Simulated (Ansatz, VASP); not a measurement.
Zn in VASP and in Ansatz

INCAR

```
ALGO = Normal ; DIPOL = 0.5 0.5 0.501
EDIFF = 1E-6 ; ENCUT = 520
GGA = PE ; IDIPOL = 3
ISIF = 2 ; ISMEAR = 0
LASPH = T ; LCHARG = T
LDIPOL = T ; LELF = T
LREAL = F ; LVACPOTAV = T
LVHAR = T ; LWAVE = F
NBANDS = 38 ; NELM = 80
PREC = Accurate ; SIGMA = 0.1
```

KPOINTS

```
k-points
0
Gamma
  21 21 1
```

POSCAR

```
Zn
1.0
    2.7786128700      0.0000000000      0.0000000000
   -1.3893064300      2.4063493300      0.0000000000
    0.0000000000      0.0000000000     27.0749114780
Zn
5
Direct
    0.6666666659      0.3333333329      0.3324110591
    0.3333333329      0.6666666670      0.4162055296
    0.0000000000      0.0000000000      0.4999802623
    0.6666666659      0.3333333329      0.5843261970
    0.3333333329      0.6666666670      0.6724405505
```

Input for Ansatz:

```yaml
crystal:
  lattice:
    - [2.77861287, 0.0, 0.0]
    - [-1.38930643, 2.40634933, 0.0]
    - [0.0, 0.0, 27.074911478]
  atoms:
    - { symbol: Zn, position: [0.6666666659, 0.3333333329, 0.3324110591] }
    - { symbol: Zn, position: [0.3333333329, 0.666666667, 0.4162055296] }
    - { symbol: Zn, position: [0.0, 0.0, 0.4999802623] }
    - { symbol: Zn, position: [0.6666666659, 0.3333333329, 0.584326197] }
    - { symbol: Zn, position: [0.3333333329, 0.666666667, 0.6724405505] }
basis:
  ecutwfc: 420
  fft_grid_basis: typed
kpoints:
  mp_grid: { grid: [21, 21, 1] }
hamiltonian:
  xc: pbe
scf:
  occupations: { method: gaussian, width: 0.1 }
output:
  forces: true
  eigenvalues: true
  band_densities:
    - { e_range: [-2.0, -1.0] }
    - { e_range: [-1.0, -0.5] }
    - { e_range: [-0.5, -0.25] }
    - { e_range: [-0.25, 0.0] }
    - { e_range: [0.0, 0.25] }
    - { e_range: [0.25, 0.5] }
    - { e_range: [0.5, 1.0] }
    - { e_range: [1.0, 1.5] }
  band_residual_tolerance: 1.0e-05
  write_potential: true
  elf: true
  write_density: true
  volumetric_format: npy
efield:
  axis: 3
  dipole_correction: true
  ramp_width: 0.04
checkpoint:
  read: start.run
  write: ck
  compress: false
  write_wavefunctions: false
  write_every: 100000
```

Alike in both runs: task single point; functional PBE; k mesh 21 × 21 × 1; occupations gaussian, width 0.1 eV; no spin polarisation.

```csv
,VASP,Ansatz
version,VASP 6.6.1,Ansatz 0.2.0
potentials or method,"VASP PAW PBE potentials, release 64 (Zn), cutoff 520 eV","scalar-relativistic, plane waves, PAW"
valence electrons in the cell,60,60
```

Ansatz gave:

- gap on the k mesh at the Fermi level (eV): none
- rms of the force components (eV/Å): 0.059
- work function, face that differs most (eV): 4.28

Problem. Estimate VASP's values.

Solution. gap on the k mesh at the Fermi level (eV): none; rms of the force components (eV/Å): 0.062; work function, face that differs most (eV): 4.28.

Atom by atom the forces differ by 0.005 eV/Å (rms over components). A gap of «none» marks a metal or a gap that the smearing closes. The functional is the same, so the differences come from potentials, cutoffs and numerics. Ansatz's warnings: published levels not confirmed, xc potential rough in thin density.
